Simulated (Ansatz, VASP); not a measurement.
Si in VASP and in Ansatz

```xyz
17
Lattice="0.0000 5.4300 5.4300 5.4300 0.0000 5.4300 5.4300 5.4300 0.0000" Properties=species:S:1:pos:R:3 pbc="T T T"
Si   -0.0019   -0.0019    0.0018
Si    1.3336    1.3303    1.3371
Si    2.7142    2.7123   -0.0288
Si    4.0945    4.0934    1.3365
Si    2.7141   -0.0383    2.7170
Si    4.0925    1.3314    4.0980
Si    5.4598    2.7125    2.7173
Si    6.7811    4.0720    4.0808
Si   -0.0329    2.7125    2.7173
Si    1.3335    4.0930    4.0993
Si    2.7141    5.4588    2.7174
Si    4.0748    6.7802    4.0795
Si    2.7141    2.7128    5.4674
Si    4.0788    4.0747    6.7847
Si    5.4296    5.4281    5.4317
Si    6.7813    6.7792    6.7876
Si    2.7128    2.7114    2.7184
```

Alike in both runs: functional PBE; dispersion D3(BJ); k mesh 2 × 2 × 2; occupations gaussian, width 0.02 eV; no spin polarisation.

Ansatz relaxed the structure, and its values are those at the end. VASP's run is a single point on that final structure, the one shown.

```csv
,VASP,Ansatz
version,VASP 6.6.1,Ansatz 0.2.0
potentials or method,"VASP PAW PBE potentials, release 64 (Si), cutoff 520 eV","scalar-relativistic, plane waves, PAW"
valence electrons in the cell,68,68
```

Ansatz gave:

```
rms of the force components (eV/Å) : 0.007
```

Problem. What did VASP give for the same quantities?

Solution. rms of the force components (eV/Å): 0.008.

The k mesh is coarse, so the values compare programs but aren't converged.
